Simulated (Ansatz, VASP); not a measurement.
SnSe in VASP and in Ansatz

```
Sn Se
1.0
     4.28621    0.00000    0.00000
     0.00000    4.28621    0.00000
     0.00000    0.00000   24.09243
Sn Se
4 4
Cartesian
  2.1431 2.1431 7.5000
  0.0000 0.0000 10.5308
  2.1431 2.1431 13.5616
  0.0000 0.0000 16.5924
  0.0000 0.0000 7.5000
  2.1431 2.1431 10.5308
  0.0000 0.0000 13.5616
  2.1431 2.1431 16.5924
```

Alike in both runs: task single point; functional PBE; k mesh 8 × 8 × 1; occupations gaussian, width 0.05 eV; no spin polarisation.

|  | VASP | Ansatz |
| --- | --- | --- |
| version | VASP 6.6.1 | Ansatz 0.2.0 |
| potentials or method | VASP PAW PBE potentials, release 64 (Sn_d, Se), cutoff 520 eV | scalar-relativistic, plane waves, PAW |
| valence electrons in the cell | 80 | 120 |

|  | VASP | Ansatz | Ansatz less VASP |
| --- | --- | --- | --- |
| gap on the k mesh at the Fermi level (eV) | 0.65 | 0.65 | +0.003 |
| least direct gap on the mesh (eV) | 0.65 | 0.65 | +0.003 |
| rms of the force components (eV/Å) | 0.230 | 0.232 | +0.0018 |

VASP's potentials hold 80 valence electrons a cell and Ansatz's 120, so a difference there can come from the potentials and not from the codes. Ansatz's warnings: xc potential rough in thin density.
